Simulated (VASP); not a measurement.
Write the native input for VASP 6.6.1 that does the following.

```
Task                   : single point
Functional             : PBEsol
Potentials or basis    : VASP PAW PBE potentials, release 64 (Ta_pv, N)
Cutoff                 : 520 eV
k mesh                 : 5 × 5 × 8
Occupations            : fermi-dirac, width 0.05 eV
Spin                   : no spin polarisation
Dipole correction      : no
Further INCAR settings : ALGO = Normal; EDIFF = 1e-06; NBANDS = 33
```

The structure of TaN lies in POSCAR:

```
TaN
1.0
    5.1079151867      0.0000000000      0.0000000000
   -2.5539575933      4.4235843139      0.0000000000
    0.0000000000      0.0000000000      2.8616514835
Ta N
3 3
Direct
    0.3333333333      0.6666666667      0.5000000000
    0.6666666667      0.3333333333      0.5000000000
    0.0000000000      0.0000000000      0.0000000000
    0.3928500000      0.0000000000      0.0000000000
    0.6071500000      0.6071500000      0.0000000000
    0.0000000000      0.3928500000      0.0000000000
```

These files were run (other wordings do the same):

INCAR

```
PREC = Accurate
ENCUT = 520
EDIFF = 1E-6
ISMEAR = -1
SIGMA = 0.05
LREAL = False
LASPH = True
NELM = 80
ALGO = Normal
ISIF = 2
LWAVE = False
LCHARG = False
GGA = PS
NBANDS = 33
```

KPOINTS

```
regular mesh
0
Gamma
  5 5 8
```

Potentials or basis: VASP PAW PBE potentials, release 64 (Ta_pv, N).

Run with:

```bash
$ cat potpaw_PBE.64/Ta_pv/POTCAR potpaw_PBE.64/N/POTCAR > POTCAR
$ mpirun -np 1 vasp_std > vasp.out
```

Results of the run:

```json
{"Pressure": "15.6 GPa", "Largest force": "0.226 eV/Å", "Band gap on the k mesh": "zero (band 24 reaches 10.79 eV, above the bottom of band 25 at 7.49 eV)"}
```

Caveat: the PAW data sets were made with another functional, which shifts forces and pressure a little; spin-orbit coupling is left out, which moves the levels of the heavy elements.

Run time: 20 s on 1 thread of Intel(R) Xeon(R) 6975P-C (Granite Rapids), with other jobs on the host, peak memory 0.2 GiB.
